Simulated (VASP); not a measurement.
Runs of VASP 6.6.1 on TePb. The structure is that of space group Fm-3m (No. 225), or close to it. The cells are those of the table. 

| task | cell | k mesh | smearing | gap on the mesh (eV) | pressure (GPa) |
| --- | --- | --- | --- | --- | --- |
| single point | a = 4.591 Å, angles 60.0°, 2 atoms | 8 × 8 × 8 | gaussian 0.02 eV | 1.05 | 0.8 |
| single point | a = 4.601 Å, angles 60.0°, 2 atoms | 6 × 6 × 6 | gaussian 0.1 eV | 1.07 | (a) |
| relaxation of cell and atoms | relaxed to 0.85 GPa from a = 4.601 Å, angles 60.0°, 2 atoms | 8 × 8 × 8 | gaussian 0.01 eV | 1.05 | 0.9 |
| relaxation of cell and atoms | relaxed to 0.85 GPa from a = 4.569 Å, angles 60.0°, 2 atoms | 6 × 6 × 6 | gaussian 0.1 eV | 1.05 | 0.9 |
| single point | a = 4.591 Å, angles 60.0°, 2 atoms | 8 × 8 × 8 | gaussian 0.01 eV | 1.05 | 0.8 |

Alike in all rows: level r2SCAN; potentials or basis VASP PAW PBE potentials, release 64 (Te, Pb_d); no spin polarisation; cutoff (eV) 550.

**Question.** Fill in the values left out.

**Answer.** (a) 0.6.

Caveats: the PAW data sets were made with another functional, which shifts forces and pressure a little; spin-orbit coupling is left out, which moves the levels of the heavy elements; the cell is relaxed towards a set pressure, so the enthalpy falls and the energy may rise (some runs).

A k mesh can miss the band edges, and the runs leave out spin-orbit coupling on Pb, Te.
